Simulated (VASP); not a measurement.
A run of VASP 6.6.1 is set up as follows.

INCAR

```
PREC     = Accurate       # precision mode
ENCUT    = 520            # plane-wave cutoff, eV
EDIFF    = 1E-6           # SCF threshold, eV
ISMEAR   = -1             # smearing method
SIGMA    = 0.1            # smearing width, eV
LREAL    = False          # projectors in reciprocal space
LASPH    = True           # aspherical terms in the spheres
NELM     = 80             # most SCF steps
ALGO     = Normal         # electronic algorithm
ISIF     = 2              # what is computed and relaxed
LWAVE    = False          # write WAVECAR
LCHARG   = False          # write CHGCAR
GGA      = PE             # functional
NBANDS   = 33             # bands
```

File KPOINTS:

```
Automatic mesh
0
Gamma
  9 9 5
```

Contents of POSCAR:

```
MnHg
1.0
    3.3150000000      0.0000000000      0.0000000000
    0.0000000000      3.3150000000      0.0000000000
    0.0000000000      0.0000000000      6.6300000000
Mn Hg
2 2
Direct
    0.5000000000      0.5000000000      0.2500000000
    0.5000000000      0.5000000000      0.7500000000
    0.0000000000      0.0000000000      0.0000000000
    0.0000000000      0.0000000000      0.5000000000
```

Potentials or basis: VASP PAW PBE potentials, release 64 (Mn_pv, Hg).

Run with:

```bash
$ cat potpaw_PBE.64/Mn_pv/POTCAR potpaw_PBE.64/Hg/POTCAR > POTCAR
$ mpirun -np 1 vasp_std > vasp.out
```

Question: What does it give for the pressure?

Answer: -13.7 GPa.

Question: Estimate the band gap on the k mesh.

Answer: Zero (bands 25 and 26 overlap by 0.61 eV).

Caveat: the cell stands under tension; spin-orbit coupling is left out, which moves the levels of the heavy elements; the run has no spin polarisation, though such a crystal can be magnetic. Spin polarisation is off, so any magnetic state and its effect on volume and gap are missing.
